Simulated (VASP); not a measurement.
Hg: single point with PBE

Crystal: Hg.

```
Hg
1.0
     4.44732    0.00000    0.00000
    -2.22366    3.85149    0.00000
     0.00000    0.00000    3.79100
Hg
3
Direct
  0.66667 0.33333 0.50000
  0.00000 0.00000 0.00000
  0.33333 0.66667 0.50000
```

```
Program             : VASP 6.6.1
Task                : single point
Functional          : PBE
Potentials or basis : VASP PAW PBE potentials, release 64 (Hg_sv_GW)
Cutoff              : 550 eV
k mesh              : 7 × 7 × 7
Occupations         : fermi-dirac, width 0.05 eV
Spin                : no spin polarisation
```

```yaml
Pressure: 19.1 GPa
Band_gap_on_the_k_mesh: zero (bands 30 and 31 overlap by 5.58 eV)
```

Stress tensor (GPa, compression positive):
```
25.41  0.00  0.00
 0.00 25.41  0.00
 0.00  0.00  6.49
```

Levels at points of the mesh, in eV from the Fermi level:
```
           k point  band 27  band 28  band 29  band 30  band 31  band 32  band 33  band 34
(0.00, 0.00, 0.00)    -6.07    -6.07     0.61     1.82     2.92     3.73     3.73     3.94
```

Run time: 96 s on 1 thread of AMD EPYC 7R43 64-Core Processor (Zen 3), on a shared host, peak memory 0.2 GiB.

Caveat: the stress differs along the axes, from 6 to 25 GPa; spin-orbit coupling is left out, which moves the levels of the heavy elements.
